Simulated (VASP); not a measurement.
# AlAs in VASP: a series of runs

Runs on AlAs. Level: PBE. Tasks: relaxation of the atoms, single point.

Program: VASP 6.6.1. These are calculated values, not measurements. Logs are shortened: lines on timing, memory, paths and dates and some standing lists are left out, and cuts for length are marked.

## 1. The cell of the first run

The cell holds a slab with vacuum, 12 atoms: a = 4.050 Å, b = 5.728 Å, c = 25.126 Å, α = 90.00°, β = 90.00°, γ = 90.00°.

## 2. Relaxation of the atoms, PBE

INCAR reads:

```
PREC = Accurate
ENCUT = 450
EDIFF = 1E-7
ISMEAR = 0
SIGMA = 0.05
LREAL = F
LASPH = T
NELM = 120
ALGO = Normal
ISIF = 2
LWAVE = F
LCHARG = F
LDIPOL = T
IDIPOL = 3
DIPOL = 0.5 0.5 0.500
GGA = PE
IBRION = 2
NSW = 80
EDIFFG = -0.02
GGA_COMPAT = F
NELMIN = 4
NELMDL = -8
KPAR = 4
```

KPOINTS reads:

```
regular mesh
0
Gamma
  7 5 1
```

POSCAR reads:

```
AlAs
1.0
    4.0502457835      0.0000000000      0.0000000000
    0.0000000000      5.7279125179      0.0000000000
    0.0000000000      0.0000000000     25.1256144587
Al As
6 6
Direct
    0.5000000000      0.5000000000      0.2985001625
    0.0000000000      0.0000000000      0.3791000975
    0.5000000000      0.5000000000      0.4597000325
    0.0000000000      0.0000000000      0.5402999675
    0.5000000000      0.5000000000      0.6208999025
    0.0000000000      0.0000000000      0.7014998375
    0.0000000000      0.7500000000      0.2985001625
    0.5000000000      0.2500000000      0.3791000975
    0.0000000000      0.7500000000      0.4597000325
    0.5000000000      0.2500000000      0.5402999675
    0.0000000000      0.7500000000      0.6208999025
    0.5000000000      0.2500000000      0.7014998375
```

Potentials or basis: VASP PAW PBE potentials, release 64 (Al, As).

The run is started by

```sh
cat potpaw_PBE.64/Al/POTCAR potpaw_PBE.64/As/POTCAR > POTCAR
mpirun -np 4 vasp_std > vasp.out
```

OUTCAR:

```text
PREC = Accurate
   ENCUT = 450
   EDIFF = 1E-7
   ISMEAR = 0
   LREAL = F
   LASPH = T
   NELM = 120
   ISIF = 2
   GGA = PE
   IBRION = 2
   NSW = 80
   EDIFFG = -0.02
   NELMIN = 4
   NELMDL = -8

 ion  position               nearest neighbor table
   1  0.500  0.500  0.299-   7 2.48   7 2.48   8 2.48
   2  0.000  0.000  0.379-   8 2.48   8 2.48   9 2.48   7 2.48
   3  0.500  0.500  0.460-   9 2.48   9 2.48  10 2.48   8 2.48
   4  0.000  0.000  0.540-  10 2.48  10 2.48   9 2.48  11 2.48
   5  0.500  0.500  0.621-  11 2.48  11 2.48  12 2.48  10 2.48
   6  0.000  0.000  0.701-  12 2.48  12 2.48  11 2.48
   7  0.000  0.750  0.299-   1 2.48   1 2.48   2 2.48
   8  0.500  0.250  0.379-   2 2.48   2 2.48   3 2.48   1 2.48
   9  0.000  0.750  0.460-   3 2.48   3 2.48   4 2.48   2 2.48
  10  0.500  0.250  0.540-   4 2.48   4 2.48   3 2.48   5 2.48
  11  0.000  0.750  0.621-   5 2.48   5 2.48   6 2.48   4 2.48
  12  0.500  0.250  0.701-   6 2.48   6 2.48   5 2.48

  LATTYP: Found a simple orthorhombic cell.
 ALAT       =     4.0502457835
 B/A-ratio  =     1.4142135624
 C/A-ratio  =     6.2034789496

  Lattice vectors:

 A1 = (   4.0502457835,   0.0000000000,   0.0000000000)
 A2 = (   0.0000000000,   5.7279125179,   0.0000000000)
 A3 = (   0.0000000000,   0.0000000000,  25.1256144587)

Analysis of symmetry for initial positions (statically):
=====================================================================
 Subroutine PRICEL returns:
 Original cell was already a primitive cell.

 Routine SETGRP: Setting up the symmetry group for a
 simple orthorhombic supercell.

 Subroutine GETGRP returns: Found  4 space group operations
 (whereof  2 operations were pure point group operations)
 out of a pool of  8 trial point group operations.

The static configuration has the point symmetry C_1h.
 The point group associated with its full space group is C_2v.

Analysis of symmetry for dynamics (positions and initial velocities):
=====================================================================
 Subroutine PRICEL returns:
 Original cell was already a primitive cell.

 Routine SETGRP: Setting up the symmetry group for a
 simple orthorhombic supercell.

 Subroutine GETGRP returns: Found  4 space group operations
 (whereof  2 operations were pure point group operations)
 out of a pool of  8 trial point group operations.

The dynamic configuration has the point symmetry C_1h.
 The point group associated with its full space group is C_2v.

 Subroutine INISYM returns: Found  4 space group operations
 (whereof  2 operations are pure point group operations),
 and found     1 'primitive' translations

----------------------------------------------------------------------------------------

                                     Primitive cell

  volume of cell :     582.9005

  direct lattice vectors                    reciprocal lattice vectors
     4.050245784  0.000000000  0.000000000     0.246898597  0.000000000  0.000000000
     0.000000000  5.727912518  0.000000000     0.000000000  0.174583672  0.000000000
     0.000000000  0.000000000 25.125614459     0.000000000  0.000000000  0.039800022

  length of vectors
     4.050245784  5.727912518 25.125614459     0.246898597  0.174583672  0.039800022

  position of ions in fractional coordinates (direct lattice)
     0.500000000  0.500000000  0.298500162
     0.000000000  0.000000000  0.379100098
     0.500000000  0.500000000  0.459700033
     0.000000000  0.000000000  0.540299967
     0.500000000  0.500000000  0.620899902
     0.000000000  0.000000000  0.701499838
     0.000000000  0.750000000  0.298500162
     0.500000000  0.250000000  0.379100098
     0.000000000  0.750000000  0.459700033
     0.500000000  0.250000000  0.540299967
     0.000000000  0.750000000  0.620899902
     0.500000000  0.250000000  0.701499838

  ion indices of the primitive-cell ions
   primitive index   ion index
                 1           1
                 2           2
[... 33 lines left out ...]
 ===========================================

 Found     12 irreducible k-points:

 Following reciprocal coordinates:
            Coordinates               Weight
  0.000000  0.000000  0.000000      1.000000
  0.142857  0.000000  0.000000      2.000000
  0.285714  0.000000  0.000000      2.000000
  0.428571  0.000000  0.000000      2.000000
  0.000000  0.200000  0.000000      2.000000
  0.142857  0.200000  0.000000      4.000000
  0.285714  0.200000  0.000000      4.000000
  0.428571  0.200000  0.000000      4.000000
  0.000000  0.400000  0.000000      2.000000
  0.142857  0.400000  0.000000      4.000000
  0.285714  0.400000  0.000000      4.000000
  0.428571  0.400000  0.000000      4.000000
   k-points           NKPTS =     12   k-points in BZ     NKDIM =     12   number of bands    NBANDS=     31
   number of dos      NEDOS =    301   number of ions     NIONS =     12
   total plane-waves  NPLWV = 201600
   dimension x,y,z NGX =    28 NGY =   40 NGZ =  180
   dimension x,y,z NGXF=    56 NGYF=   80 NGZF=  360
   ions per type =               6   6
   NGX,Y,Z   is equivalent  to a cutoff of  11.49, 11.61, 11.91 a.u.
   NGXF,Y,Z  is equivalent  to a cutoff of  22.99, 23.22, 23.82 a.u.
 SYSTEM =  unknown system
   PREC   = accura    normal or accurate (medium, high low for compatibility)
   ISTART =      0    job   : 0-new  1-cont  2-samecut
   ICHARG =      2    charge: 1-file 2-atom 10-const
   ISPIN  =      1    spin polarized calculation?
   LNONCOLLINEAR =      F non collinear calculations
   LSORBIT =      F    spin-orbit coupling
   LASPH  =      T    aspherical Exc in radial PAW
   ENCUT  =  450.0 eV  33.07 Ry    5.75 a.u.   7.01  9.91 43.46*2*pi/ulx,y,z
   NELM   =    120;   NELMIN=  4; NELMDL= -8     # of ELM steps
   EDIFF  = 0.1E-06   stopping-criterion for ELM
   LREAL  =      F    real-space projection
   EDIFFG = -.2E-01   stopping-criterion for IOM
   NSW    =     80    number of steps for IOM
   IBRION =      2    ionic relax: 0-MD 1-quasi-New 2-CG
   NFREE  =      1    steps in history (QN), initial steepest desc. (CG)
   ISIF   =      2    stress and relaxation
   ISYM   =      2    0-nonsym 1-usesym 2-fastsym
   POTIM  = 0.5000    time-step for ionic-motion
   TEBEG  =    0.0;   TEEND  =   0.0 temperature during run
   PSTRESS=    0.0 pullay stress
   NELECT =      48.0000    total number of electrons
   NUPDOWN=      -1.0000    fix difference up-down
   EMIN   =  10.00;   EMAX   =-10.00  energy-range for DOS
   EFERMI =   0.00;   METHOD = LEGACY
   ISMEAR =     0;   SIGMA  =   0.05  broadening in eV -4-tet -1-fermi 0-gaus
   EFERMI_NEDOS =   21; number of points for ismear=-14 and -15
   IALGO  =     38    algorithm
   IMIX   =      4    mixing-type and parameters
     AMIX     =   0.40;   BMIX     =  1.00
     AMIX_MAG =   1.60;   BMIX_MAG =  1.00
  volume/ion in A,a.u.               =      48.58       327.80
  Fermi-wavevector in a.u.,A,eV,Ry     =   0.712236  1.345930  6.901960  0.507280
  Thomas-Fermi vector in A             =   1.799558
   LORBIT       =      0    0 simple, 1 ext, 2 COOP (PROOUT), +10 PAW based schemes
   GGA     = PE    functional components
   LHFCALC =     F    Hartree Fock is set to
   AEXX    =    0.0000 exact exchange contribution
   IVDW    =     0    specifies the selected vdW correction
   LEPSILON=     F    determine dielectric tensor
   LRPA    =     F    only Hartree local field effects (RPA)
 conjugate gradient relaxation of ions
 non-spin polarized calculation
 Gauss-broadening in eV      SIGMA  =   0.05
  energy-cutoff  :      450.00
  volume of cell :      582.90
 maximum number of plane-waves:     12670
   NGX = 15   NGY = 19   NGZ = 87

--------------------------------------- Ionic step        1  -------------------------------------------

 number of electron      48.0000018 magnetization

 Free energy of the ion-electron system (eV)
  ---------------------------------------------------
  ext. energy  EPLUGINS =         0.00000000
  ---------------------------------------------------
  free energy    TOTEN  =       -52.84512491 eV

  energy without entropy =      -52.84512491  energy(sigma->0) =      -52.84512491

------------------------ aborting loop because EDIFF is reached ----------------------------------------

  FORCE on cell =-STRESS in cart. coord.  units (eV):
  Direction    XX          YY          ZZ          XY          YZ          ZX
  --------------------------------------------------------------------------------------
  -------------------------------------------------------------------------------------
  Total       -2.4796660     -2.6290248      0.0967052      0.0000000      0.0000000      0.0000000
  in kB       -6.8156820     -7.2262141      0.2658066      0.0000000      0.0000000      0.0000000
  external PRESSURE =      -4.5920298 kB  Pullay stress =       0.0000000 kB
[... 119 lines left out ...]
  FREE ENERGIE OF THE ION-ELECTRON SYSTEM (eV)
  ---------------------------------------------------
  free  energy   TOTEN  =       -53.6947517416 eV

  energy  without entropy=      -53.6947517415  energy(sigma->0) =      -53.69475174

[... ionic steps 4 to 15 ...]

--------------------------------------- Ionic step       16  -------------------------------------------

 number of electron      48.0000004 magnetization

------------------------ aborting loop because EDIFF is reached ----------------------------------------
[... 87 lines left out ...]
--------------------------------------- Ionic step       18  -------------------------------------------

 number of electron      48.0000003 magnetization

 dipolmoment           0.000000      0.000000      0.000000 electrons x Angstroem

 Free energy of the ion-electron system (eV)
  ---------------------------------------------------
  ext. energy  EPLUGINS =         0.00000000
  ---------------------------------------------------
  free energy    TOTEN  =       -54.27805845 eV

  energy without entropy =      -54.27805845  energy(sigma->0) =      -54.27805845

 E-fermi :  -0.7315     XC(G=0):  -4.8624

 val. band max:       -0.9943860403   @ k =   0.0000   0.0000   0.0000
 cond. band min:       0.0671733327   @ k =   0.4286   0.0000   0.0000
 fundamental gap:      1.0615593730
 Fermi energy:        -0.7315006711

 k-point     1 :       0.0000    0.0000    0.0000
  band No.  band energies     occupation
      1     -12.5024      2.00000
      2     -12.1151      2.00000
      3     -11.4641      2.00000
      4     -10.9748      2.00000
      5     -10.7448      2.00000
      6     -10.7350      2.00000
[... 397 lines left out ...]
     30       2.4628      0.00000
     31       2.9777      0.00000

------------------------ aborting loop because EDIFF is reached ----------------------------------------

 vacuum level on the upper side and lower side of the slab       (xc-potential included)        -0.009        -0.009

  FORCE on cell =-STRESS in cart. coord.  units (eV):
  Direction    XX          YY          ZZ          XY          YZ          ZX
  --------------------------------------------------------------------------------------
  -------------------------------------------------------------------------------------
  Total       -2.4391578     -1.1261444     -0.2361961      0.0000000      0.0000000      0.0000000
  in kB       -6.7043401     -3.0953532     -0.6492155      0.0000000      0.0000000      0.0000000
  external PRESSURE =      -3.4829696 kB  Pullay stress =       0.0000000 kB
[... 27 lines left out ...]
  FREE ENERGIE OF THE ION-ELECTRON SYSTEM (eV)
  ---------------------------------------------------
  free  energy   TOTEN  =       -54.2780584464 eV

  energy  without entropy=      -54.2780584464  energy(sigma->0) =      -54.27805845

 reached required accuracy - stopping structural energy minimisation

 vacuum level on the upper side and lower side of the slab         4.306         4.306
```

Run time: 18 min. Hardware: 4 MPI ranks of AMD EPYC 7R43 (Zen 3), shared host; peak memory 0.54 GiB.

What came out:

```
Free energy                  : -54.2781 eV
Energy gained by relaxing    : 119.4 meV/atom
Ionic steps                  : 18
Largest force after relaxing : 0.014 eV/Å
Band gap on the k mesh       : 1.06 eV (least direct gap 1.62 eV)
```

Forces on the atoms (eV/Å):
```
Al   0.000  0.002  0.013
Al   0.000  0.000  0.010
Al   0.000 -0.002 -0.005
Al   0.000 -0.002  0.005
Al   0.000  0.000 -0.010
Al   0.000  0.002 -0.013
As   0.000 -0.013  0.005
As   0.000  0.008 -0.005
As   0.000  0.005  0.005
As   0.000  0.005 -0.005
As   0.000  0.008  0.005
As   0.000 -0.013 -0.005
```

The path:
| step | energy change (eV) | largest force (eV/Å) | pressure (GPa) |
| --- | --- | --- | --- |
| 1 | 0.0000 | 1.7657 | -0.46 |
| 2 | -0.4386 | 1.3537 | -0.35 |
| 3 | -0.8496 | 0.9301 | -0.14 |
| 4 | -1.1708 | 0.5801 | -0.33 |
| 5 | -1.3326 | 0.5127 | -0.57 |
| 6 | -1.3788 | 0.2899 | -0.55 |
| 7 | -1.3793 | 0.3181 | -0.54 |
| 8 | -1.4033 | 0.2122 | -0.51 |
| 9 | -1.4141 | 0.1969 | -0.47 |
| 10 | -1.4279 | 0.0994 | -0.41 |
| 11 | -1.4280 | 0.0991 | -0.40 |
| 12 | -1.4308 | 0.0510 | -0.40 |
| 13 | -1.4309 | 0.0449 | -0.40 |
| 14 | -1.4319 | 0.0336 | -0.40 |
| 15 | -1.4321 | 0.0422 | -0.40 |
| 16 | -1.4326 | 0.0217 | -0.38 |
| 17 | -1.4326 | 0.0270 | -0.37 |
| 18 | -1.4329 | 0.0141 | -0.35 |

Final structure:
```cif
data_structure
_symmetry_space_group_name_H-M 'P 1'
_symmetry_Int_Tables_number 1
_cell_length_a 4.0502
_cell_length_b 5.7279
_cell_length_c 25.1256
_cell_angle_alpha 90.000
_cell_angle_beta 90.000
_cell_angle_gamma 90.000
_cell_volume 582.90
loop_
_atom_site_label
_atom_site_type_symbol
_atom_site_fract_x
_atom_site_fract_y
_atom_site_fract_z
_atom_site_occupancy
Al1 Al 0.50000 0.55962 0.31795 1
Al2 Al 0.00000 0.97872 0.37448 1
Al3 Al 0.50000 0.48286 0.46126 1
Al4 Al 0.00000 0.98286 0.53874 1
Al5 Al 0.50000 0.47872 0.62552 1
Al6 Al 0.00000 0.05962 0.68205 1
As1 As 0.00000 0.76299 0.28866 1
As2 As 0.50000 0.23005 0.38000 1
As3 As 0.00000 0.73576 0.45775 1
As4 As 0.50000 0.23576 0.54225 1
As5 As 0.00000 0.73005 0.62000 1
As6 As 0.50000 0.26299 0.71134 1
```

Levels at points of the mesh, in eV from the valence-band top:
| k point | band 22 | band 23 | band 24 | band 25 | band 26 | band 27 |
| --- | --- | --- | --- | --- | --- | --- |
| (0.00, 0.00, 0.00) | -0.27 | -0.18 | 0.00 | 1.62 | 1.78 | 2.11 |

## 3. Single point, PBE

INCAR reads:

```
  ALGO = Normal
  DIPOL = 0.5 0.5 0.500
  EDIFF = 1E-6
  ENCUT = 520
  GGA = PE
  IDIPOL = 3
  ISIF = 2
  ISMEAR = 0
  LASPH = T
  LCHARG = F
  LDIPOL = T
  LREAL = F
  LWAVE = F
  NBANDS = 36
  NELM = 60
  PREC = Accurate
  SIGMA = 0.05
```

KPOINTS reads:

```
k-points
0
Gamma
  7 5 1
```

POSCAR is that of step 2.

Potentials or basis: VASP PAW PBE potentials, release 64 (Al, As).

The run is started by

```sh
cat potpaw_PBE.64/Al/POTCAR potpaw_PBE.64/As/POTCAR > POTCAR
mpirun -np 1 vasp_std > vasp.out
```

OUTCAR:

```text
EDIFF = 1E-6
   ENCUT = 520
   GGA = PE
   ISIF = 2
   ISMEAR = 0
   LASPH = T
   LREAL = F
   NELM = 60
   PREC = Accurate

 ion  position               nearest neighbor table
   1  0.500  0.500  0.299-   7 2.48   7 2.48   8 2.48
   2  0.000  0.000  0.379-   8 2.48   8 2.48   9 2.48   7 2.48
   3  0.500  0.500  0.460-   9 2.48   9 2.48  10 2.48   8 2.48
   4  0.000  0.000  0.540-  10 2.48  10 2.48   9 2.48  11 2.48
   5  0.500  0.500  0.621-  11 2.48  11 2.48  12 2.48  10 2.48
   6  0.000  0.000  0.701-  12 2.48  12 2.48  11 2.48
   7  0.000  0.750  0.299-   1 2.48   1 2.48   2 2.48
   8  0.500  0.250  0.379-   2 2.48   2 2.48   3 2.48   1 2.48
   9  0.000  0.750  0.460-   3 2.48   3 2.48   4 2.48   2 2.48
[... 692 lines left out ...]
  energy-cutoff  :      520.00
  volume of cell :      582.90
      direct lattice vectors                 reciprocal lattice vectors
     4.050245784  0.000000000  0.000000000     0.246898597  0.000000000  0.000000000
     0.000000000  5.727912518  0.000000000     0.000000000  0.174583672  0.000000000
     0.000000000  0.000000000 25.125614459     0.000000000  0.000000000  0.039800022

 POSITION                                       TOTAL-FORCE (eV/Angst)
 -----------------------------------------------------------------------------------
      2.02512      2.86396      7.50000         0.000000      1.125093      1.360868
      0.00000      0.00000      9.52512         0.000000     -0.321863      0.104307
      2.02512      2.86396     11.55025         0.000000      0.174543      0.123820
      0.00000      0.00000     13.57537         0.000000      0.174543     -0.123820
      2.02512      2.86396     15.60049         0.000000     -0.321863     -0.104307
      0.00000      0.00000     17.62561         0.000000      1.125093     -1.360868
      0.00000      4.29593      7.50000         0.000000     -0.376530     -1.185502
      2.02512      1.43198      9.52512         0.000000     -0.540874     -0.510128
      0.00000      4.29593     11.55025         0.000000     -0.060369      0.155088
      2.02512      1.43198     13.57537         0.000000     -0.060369     -0.155088
      0.00000      4.29593     15.60049         0.000000     -0.540874      0.510128
      2.02512      1.43198     17.62561         0.000000     -0.376530      1.185502
 -----------------------------------------------------------------------------------
    total drift:                                0.000000      0.000372      0.000000

  FREE ENERGIE OF THE ION-ELECTRON SYSTEM (eV)
  ---------------------------------------------------
  free  energy   TOTEN  =       -52.8460040119 eV

  energy  without entropy=      -52.8460040119  energy(sigma->0) =      -52.84600401

 vacuum level on the upper side and lower side of the slab         4.041         4.041
```

OSZICAR:

```text
N       E                     dE             d eps       ncg     rms          rms(c)
DAV:   1     0.230674598126E+03    0.23067E+03   -0.15256E+04   864   0.977E+02
DAV:   2    -0.247643423660E+02   -0.25544E+03   -0.24144E+03  1196   0.162E+02
DAV:   3    -0.539162739938E+02   -0.29152E+02   -0.28706E+02  1068   0.563E+01
[... 15 lines left out ...]
DAV:  19    -0.528459757429E+02   -0.72681E-04   -0.51407E-06   816   0.580E-03    0.120E-03
DAV:  20    -0.528459919734E+02   -0.16230E-04   -0.65731E-07   816   0.227E-03    0.135E-03
DAV:  21    -0.528460000508E+02   -0.80774E-05   -0.44446E-07   776   0.166E-03    0.393E-04
DAV:  22    -0.528460038146E+02   -0.37639E-05   -0.18349E-07   720   0.114E-03    0.297E-04
DAV:  23    -0.528460040119E+02   -0.19725E-06   -0.32457E-08   600   0.472E-04
   1 F= -.52846004E+02 E0= -.52846004E+02  d E =-.266527E-14
```

stdout:

```text
POSCAR found type information on POSCAR AlAs
 POSCAR found :  2 types and      12 ions
 scaLAPACK will be used
 LDA part: xc-table for (Slater+PW92), standard interpolation
 POSCAR, INCAR and KPOINTS ok, starting setup
 FFT: planning ... GRIDC
 FFT: planning ... GRID_SOFT
 FFT: planning ... GRID
 WAVECAR not read
 entering main loop
```

It took 10 min on 1 thread of Intel Xeon 8259CL, shared host; peak memory 0.66 GiB.

What came out:

```yaml
Free_energy: -52.8460 eV
Largest_force: 1.766 eV/Å
Band_gap_on_the_k_mesh: 0.69 eV (least direct gap 0.78 eV)
```

Forces in eV/Å, atoms in the order of the input:
```
Al   0.000  1.125  1.361
Al   0.000 -0.322  0.104
Al   0.000  0.175  0.124
Al   0.000  0.175 -0.124
Al   0.000 -0.322 -0.104
Al   0.000  1.125 -1.361
As   0.000 -0.377 -1.186
As   0.000 -0.541 -0.510
As   0.000 -0.060  0.155
As   0.000 -0.060 -0.155
As   0.000 -0.541  0.510
As   0.000 -0.377  1.186
```
